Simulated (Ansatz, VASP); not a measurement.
Two plane-wave programs on AlCu

```
CELL_PARAMETERS angstrom
2.98612 0.00000 0.00000
0.00000 2.98612 0.00000
0.00000 0.00000 2.98612
ATOMIC_POSITIONS crystal
Al 0.00000 0.00000 0.00000
Cu 0.50000 0.50000 0.50000
```

Alike in both runs: task single point; functional r2SCAN; k mesh 14 × 14 × 14; occupations gaussian, width 0.1 eV; no spin polarisation.

|  | VASP | Ansatz |
| --- | --- | --- |
| version | VASP 6.6.1 | Ansatz 0.2.0 |
| potentials or method | VASP PAW PBE potentials, release 64 (Al, Cu), cutoff 520 eV | scalar-relativistic, plane waves, PAW |
| valence electrons in the cell | 14 | 22 |

```csv
,VASP,Ansatz,Ansatz less VASP
gap on the k mesh at the Fermi level (eV),none,none,-
pressure (GPa),-3.7,-3.7,+0.01
```

VASP's potentials were made for PBE, not for r2SCAN. A gap of «none» marks a metal or a gap that the smearing closes. The functional is the same, so the differences come from potentials, cutoffs and numerics. VASP's potentials hold 14 valence electrons a cell and Ansatz's 22, so a difference there can come from the potentials and not from the codes.
